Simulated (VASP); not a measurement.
# Pb7S8 (a cell with a defect) in VASP: single point with LDA

Aim: the single point of Pb7S8 (a cell with a defect) with LDA.

Program: VASP 6.6.1. These are calculated values, not measurements. Logs are shortened: lines on timing, memory, paths and dates and some standing lists are left out, and cuts for length are marked.

## Step 1: The cell of the first run

The cell holds a defect, 15 atoms: a = 8.418 Å, b = 8.418 Å, c = 8.418 Å, α = 60.00°, β = 60.00°, γ = 60.00°.

## Step 2: Single point, LDA

INCAR

```
PREC = Accurate
ENCUT = 520
EDIFF = 1E-6
ISMEAR = -1
SIGMA = 0.1
LREAL = Auto
LASPH = True
NELM = 100
ALGO = Normal
ISIF = 2
LWAVE = False
LCHARG = False
NBANDS = 86
```

KPOINTS

```
regular mesh
0
Gamma
  2 2 2
```

POSCAR

```
Pb7S8
1.0
    0.0000000000      5.9524036400      5.9524036400
    5.9524036400      0.0000000000      5.9524036400
    5.9524036400      5.9524036400      0.0000000000
Pb S
7 8
Direct
    0.0199917558     -0.0015830580     -0.0004835022
    0.0036351701     -0.0127195675      0.5052642902
    0.0022649674      0.5079894078     -0.0186776648
    0.4681494516      0.0074263277      0.0092296328
    0.4757890545      0.0335337642      0.5000011222
    0.4771637933      0.5049122475      0.0317391950
    0.8639798829      0.5180670174      0.5192877007
    0.2368701092      0.2446462955      0.2552559591
    0.2454946083      0.2429838579      0.7519404380
    0.2447634751      0.7511925048      0.2448155549
    0.2841255570      0.7473666554      0.7480798127
    0.7881453080      0.2375137987      0.2377395899
    0.7592460581      0.1988258982      0.7822466825
    0.7591064507      0.7818236601      0.2003079885
    0.7415775655      0.7368060476      0.7494930233
```

Potentials or basis: VASP PAW LDA potentials, release 64 (Pb_d, S).

Launch:

```
cat potpaw_LDA.64/Pb_d/POTCAR potpaw_LDA.64/S/POTCAR > POTCAR
mpirun -np 1 vasp_std > vasp.out
```

OUTCAR:

```text
PREC = Accurate
   ENCUT = 520
   EDIFF = 1E-6
   ISMEAR = -1
   LREAL = Auto
   LASPH = True
   NELM = 100
   ISIF = 2

 ion  position               nearest neighbor table
   1  0.020  0.998  1.000-   9 2.80  10 2.80  12 2.84  14 2.87  13 2.87  11 2.99   4 3.85   6 4.01
                             5 4.03
   2  0.004  0.987  0.505-  12 2.88  13 2.92   8 2.92  10 2.96  15 3.05  11 3.12   3 4.02   4 4.05
                             7 4.06
   3  0.002  0.508  0.981-  12 2.90  15 2.94  14 2.94   9 2.95   8 3.03  11 3.12   2 4.02   4 4.07
                             7 4.11
   4  0.468  0.007  0.009-  10 2.86   9 2.86   8 2.88  14 2.90  13 2.90  15 3.16   1 3.85   2 4.05
                             3 4.07   6 4.10
   5  0.476  0.034  0.500-   9 2.75  11 2.87   8 2.89  15 3.09  12 3.11  14 3.29   7 3.90   6 3.96
                             1 4.03
   6  0.477  0.505  0.032-  10 2.74  11 2.86  15 2.97   8 2.99  12 3.11  13 3.32   7 3.88   5 3.96
                             1 4.01   4 4.10
   7  0.864  0.518  0.519-  14 2.71  13 2.71  15 2.81   8 3.32   6 3.88   5 3.90   2 4.06   3 4.11

   8  0.237  0.245  0.255-   4 2.88   5 2.89   2 2.92   6 2.99   3 3.03   7 3.32
   9  0.245  0.243  0.752-   5 2.75   1 2.80   4 2.86   3 2.95
  10  0.245  0.751  0.245-   6 2.74   1 2.80   4 2.86   2 2.96
  11  0.284  0.747  0.748-   6 2.86   5 2.87   1 2.99   3 3.12   2 3.12
  12  0.788  0.238  0.238-   1 2.84   2 2.88   3 2.90   5 3.11   6 3.11
  13  0.759  0.199  0.782-   7 2.71   1 2.87   4 2.90   2 2.92   6 3.32
  14  0.759  0.782  0.200-   7 2.71   1 2.87   4 2.90   3 2.94   5 3.29
  15  0.742  0.737  0.749-   7 2.81   3 2.94   6 2.97   2 3.05   5 3.09   4 3.16

  LATTYP: Found a face centered cubic cell.
 ALAT       =    11.9048072800

  Lattice vectors:

 A1 = (   0.0000000000,   5.9524036400,   5.9524036400)
 A2 = (   5.9524036400,   0.0000000000,   5.9524036400)
 A3 = (   5.9524036400,   5.9524036400,   0.0000000000)

Analysis of symmetry for initial positions (statically):
=====================================================================
 Subroutine PRICEL returns:
 Original cell was already a primitive cell.

 Routine SETGRP: Setting up the symmetry group for a
 face centered cubic supercell.

 Subroutine GETGRP returns: Found  1 space group operations
 (whereof  1 operations were pure point group operations)
 out of a pool of 48 trial point group operations.

The static configuration has the point symmetry C_1 .

Analysis of symmetry for dynamics (positions and initial velocities):
=====================================================================
 Subroutine PRICEL returns:
 Original cell was already a primitive cell.

 Routine SETGRP: Setting up the symmetry group for a
 face centered cubic supercell.

 Subroutine GETGRP returns: Found  1 space group operations
 (whereof  1 operations were pure point group operations)
 out of a pool of 48 trial point group operations.

The dynamic configuration has the point symmetry C_1 .

 Subroutine INISYM returns: Found  1 space group operations
 (whereof  1 operations are pure point group operations),
 and found     1 'primitive' translations

----------------------------------------------------------------------------------------

                                     Primitive cell

  volume of cell :     421.8005

  direct lattice vectors                    reciprocal lattice vectors
     0.000000000  5.952403640  5.952403640    -0.083999680  0.083999680  0.083999680
     5.952403640  0.000000000  5.952403640     0.083999680 -0.083999680  0.083999680
     5.952403640  5.952403640  0.000000000     0.083999680  0.083999680 -0.083999680

  length of vectors
     8.417969956  8.417969956  8.417969956     0.145491713  0.145491713  0.145491713

  position of ions in fractional coordinates (direct lattice)
     0.019991756  0.998416942  0.999516498
     0.003635170  0.987280433  0.505264290
     0.002264967  0.507989408  0.981322335
     0.468149452  0.007426328  0.009229633
     0.475789054  0.033533764  0.500001122
     0.477163793  0.504912248  0.031739195
     0.863979883  0.518067017  0.519287701
     0.236870109  0.244646295  0.255255959
     0.245494608  0.242983858  0.751940438
     0.244763475  0.751192505  0.244815555
     0.284125557  0.747366655  0.748079813
     0.788145308  0.237513799  0.237739590
     0.759246058  0.198825898  0.782246683
     0.759106451  0.781823660  0.200307989
     0.741577566  0.736806048  0.749493023

  ion indices of the primitive-cell ions
   primitive index   ion index
                 1           1
                 2           2
                 3           3
                 4           4
                 5           5
                 6           6
                 7           7
                 8           8
                 9           9
                10          10
                11          11
                12          12
                13          13
                14          14
                15          15

----------------------------------------------------------------------------------------

 KPOINTS: regular mesh

Automatic generation of k-mesh.
 Grid dimensions read from file:
 generate k-points for:    2    2    2

 Generating k-lattice:

  Cartesian coordinates                     Fractional coordinates (reciprocal lattice)
    -0.041999840  0.041999840  0.041999840     0.500000000  0.000000000  0.000000000
     0.041999840 -0.041999840  0.041999840     0.000000000  0.500000000  0.000000000
     0.041999840  0.041999840 -0.041999840     0.000000000  0.000000000  0.500000000

  Length of vectors
     0.072745857  0.072745857  0.072745857

  Shift w.r.t. Gamma in fractional coordinates (k-lattice)
     0.000000000  0.000000000  0.000000000

 Subroutine IBZKPT returns following result:
 ===========================================

 Found      8 irreducible k-points:

 Following reciprocal coordinates:
            Coordinates               Weight
  0.000000  0.000000  0.000000      1.000000
  0.500000  0.000000  0.000000      1.000000
  0.000000  0.500000  0.000000      1.000000
  0.000000  0.000000  0.500000      1.000000
  0.500000  0.500000  0.500000      1.000000
  0.500000  0.500000  0.000000      1.000000
  0.000000  0.500000  0.500000      1.000000
  0.500000  0.000000  0.500000      1.000000
   k-points           NKPTS =      8   k-points in BZ     NKDIM =      8   number of bands    NBANDS=     86
   number of dos      NEDOS =    301   number of ions     NIONS =     15
   total plane-waves  NPLWV = 262144
   dimension x,y,z NGX =    64 NGY =   64 NGZ =   64
   dimension x,y,z NGXF=   128 NGYF=  128 NGZF=  128
   ions per type =               7   8
   NGX,Y,Z   is equivalent  to a cutoff of  12.64, 12.64, 12.64 a.u.
   NGXF,Y,Z  is equivalent  to a cutoff of  25.28, 25.28, 25.28 a.u.
 SYSTEM =  unknown system
   PREC   = accura    normal or accurate (medium, high low for compatibility)
   ISTART =      0    job   : 0-new  1-cont  2-samecut
   ICHARG =      2    charge: 1-file 2-atom 10-const
   ISPIN  =      1    spin polarized calculation?
   LNONCOLLINEAR =      F non collinear calculations
   LSORBIT =      F    spin-orbit coupling
   LASPH  =      T    aspherical Exc in radial PAW
   ENCUT  =  520.0 eV  38.22 Ry    6.18 a.u.  15.65 15.65 15.65*2*pi/ulx,y,z
   NELM   =    100;   NELMIN=  2; NELMDL= -5     # of ELM steps
   EDIFF  = 0.1E-05   stopping-criterion for ELM
   LREAL  =      T    real-space projection
   EDIFFG = 0.1E-04   stopping-criterion for IOM
   NSW    =      0    number of steps for IOM
   IBRION =     -1    ionic relax: 0-MD 1-quasi-New 2-CG
   NFREE  =      0    steps in history (QN), initial steepest desc. (CG)
   ISIF   =      2    stress and relaxation
   ISYM   =      2    0-nonsym 1-usesym 2-fastsym
   POTIM  = 0.5000    time-step for ionic-motion
   TEBEG  =    0.0;   TEEND  =   0.0 temperature during run
   PSTRESS=    0.0 pullay stress
   NELECT =     146.0000    total number of electrons
   NUPDOWN=      -1.0000    fix difference up-down
   EMIN   =  10.00;   EMAX   =-10.00  energy-range for DOS
   EFERMI =   0.00;   METHOD = LEGACY
   ISMEAR =    -1;   SIGMA  =   0.10  broadening in eV -4-tet -1-fermi 0-gaus
   EFERMI_NEDOS =   21; number of points for ismear=-14 and -15
   IALGO  =     38    algorithm
   IMIX   =      4    mixing-type and parameters
     AMIX     =   0.40;   BMIX     =  1.00
     AMIX_MAG =   1.60;   BMIX_MAG =  1.00
  volume/ion in A,a.u.               =      28.12       189.76
  Fermi-wavevector in a.u.,A,eV,Ry     =   1.149450  2.172146 17.976497  1.321235
  Thomas-Fermi vector in A             =   2.286120
   LORBIT       =      0    0 simple, 1 ext, 2 COOP (PROOUT), +10 PAW based schemes
   GGA     = CA    functional components
   LHFCALC =     F    Hartree Fock is set to
   AEXX    =    0.0000 exact exchange contribution
   IVDW    =     0    specifies the selected vdW correction
   LEPSILON=     F    determine dielectric tensor
   LRPA    =     F    only Hartree local field effects (RPA)
 non-spin polarized calculation
  energy-cutoff  :      520.00
  volume of cell :      421.80
 maximum number of plane-waves:     11358
 NGX is ok and might be reduce to    64
   NGX = 31   NGY = 31   NGZ = 31

 number of electron     145.9999999 magnetization

 Free energy of the ion-electron system (eV)
  ---------------------------------------------------
  ext. energy  EPLUGINS =         0.00000000
  ---------------------------------------------------
  free energy    TOTEN  =       -72.43003774 eV

  energy without entropy =      -72.20830773  energy(sigma->0) =      -72.31917273

 E-fermi :   4.0960     XC(G=0):  -9.5249

 val. band max:        4.0690926766   @ k =   0.5000   0.5000   0.0000
 cond. band min:       4.0970308651   @ k =   0.5000   0.0000   0.5000
 fundamental gap:      0.0279381885
 Fermi energy:         4.0959696898

 k-point     1 :       0.0000    0.0000    0.0000
  band No.  band energies     occupation
      1     -12.4715      2.00000
      2     -12.4290      2.00000
      3     -12.4247      2.00000
      4     -12.4018      2.00000
      5     -12.3889      2.00000
      6     -12.3736      2.00000
[... 77 lines left out ...]
     84       7.6631      0.00000
     85       7.9643      0.00000

 k-point     2 :       0.5000    0.0000    0.0000
  band No.  band energies     occupation
      1     -12.4491      2.00000
      2     -12.4246      2.00000
      3     -12.4119      2.00000
      4     -12.3909      2.00000
      5     -12.3818      2.00000
      6     -12.3752      2.00000
[... 517 lines left out ...]
     84       7.9858      0.00000
     85       8.2613      0.00000

 k-point     8 :       0.5000    0.0000    0.5000
  band No.  band energies     occupation
      1     -12.4490      2.00000
      2     -12.4259      2.00000
      3     -12.4149      2.00000
      4     -12.3894      2.00000
      5     -12.3737      2.00000
      6     -12.3715      2.00000
[... 77 lines left out ...]
     84       8.1369      0.00000
     85       8.2025      0.00000
 [bands above 85 left out]

------------------------ aborting loop because EDIFF is reached ----------------------------------------

  FORCE on cell =-STRESS in cart. coord.  units (eV):
  Direction    XX          YY          ZZ          XY          YZ          ZX
  --------------------------------------------------------------------------------------
  -------------------------------------------------------------------------------------
  Total      -10.4076434     -9.4982651     -9.7738869      0.0070806     -0.1533534      0.1196257
  in kB      -39.5326446    -36.0784403    -37.1253688      0.0268953     -0.5825014      0.4543891
  external PRESSURE =     -37.5788179 kB  Pullay stress =       0.0000000 kB

 VOLUME and BASIS-vectors are now :
 -----------------------------------------------------------------------------
  energy-cutoff  :      520.00
  volume of cell :      421.80
      direct lattice vectors                 reciprocal lattice vectors
     0.000000000  5.952403640  5.952403640    -0.083999680  0.083999680  0.083999680
     5.952403640  0.000000000  5.952403640     0.083999680 -0.083999680  0.083999680
     5.952403640  5.952403640  0.000000000     0.083999680  0.083999680 -0.083999680

 POSITION                                       TOTAL-FORCE (eV/Angst)
 -----------------------------------------------------------------------------------
     11.89251      6.06852      6.06198        -0.065539     -0.092396     -0.081685
      8.88423      3.02917      5.89833         0.055625     -0.019901     -0.098622
      8.86498      5.85471      3.03724         0.055707     -0.063987     -0.023217
      0.09914      2.84155      2.83082        -0.068307     -0.003492      0.010239
      3.17581      5.80830      3.03169        -0.032188      0.078945     -0.091507
      3.19437      3.02920      5.84571        -0.051353     -0.095089      0.057720
      6.17475      8.23377      8.22650        -0.229118      0.543449      0.531514
      2.97562      2.92933      2.86618         0.080197     -0.000395      0.032183
      5.92219      5.93714      2.90762        -0.028440     -0.023442     -0.105045
      5.92864      2.91417      5.92833        -0.029731     -0.098668     -0.029132
      8.90150      6.14410      6.13986         0.217511     -0.101027     -0.098293
      2.82890      6.10648      6.10514        -0.019782     -0.057621     -0.058724
      5.83974      9.17559      5.70283        -0.004580     -0.146607      0.062918
      5.84604      5.71082      9.17224        -0.006490      0.058363     -0.150067
      8.84705      8.87545      8.79994         0.126486      0.021869      0.041718
 -----------------------------------------------------------------------------------
    total drift:                               -0.006458      0.004052     -0.002232

  FREE ENERGIE OF THE ION-ELECTRON SYSTEM (eV)
  ---------------------------------------------------
  free  energy   TOTEN  =       -72.4300377410 eV

  energy  without entropy=      -72.2083077286  energy(sigma->0) =      -72.31917273
```

Wall time 9.2 min (1 thread of Intel Xeon Platinum 8259CL at 2.50GHz (Skylake/Cascade Lake), shared host); peak memory 0.52 GiB.

What came out:

| Quantity | Value |
| --- | --- |
| Free energy | -72.4300 eV |
| Pressure | -3.8 GPa |
| Largest force | 0.794 eV/Å |
| Band gap on the k mesh | zero (bands 73 and 74 overlap by 0.22 eV) |

Forces on the atoms (eV/Å):
```
Pb  -0.066 -0.092 -0.082
Pb   0.056 -0.020 -0.099
Pb   0.056 -0.064 -0.023
Pb  -0.068 -0.003  0.010
Pb  -0.032  0.079 -0.092
Pb  -0.051 -0.095  0.058
Pb  -0.229  0.543  0.532
S    0.080  0.000  0.032
S   -0.028 -0.023 -0.105
S   -0.030 -0.099 -0.029
S    0.218 -0.101 -0.098
S   -0.020 -0.058 -0.059
S   -0.005 -0.147  0.063
S   -0.006  0.058 -0.150
S    0.126  0.022  0.042
```

Caveat: the k points lie up to 0.46 Å⁻¹ apart; spin-orbit coupling is left out, which moves the levels of the heavy elements.
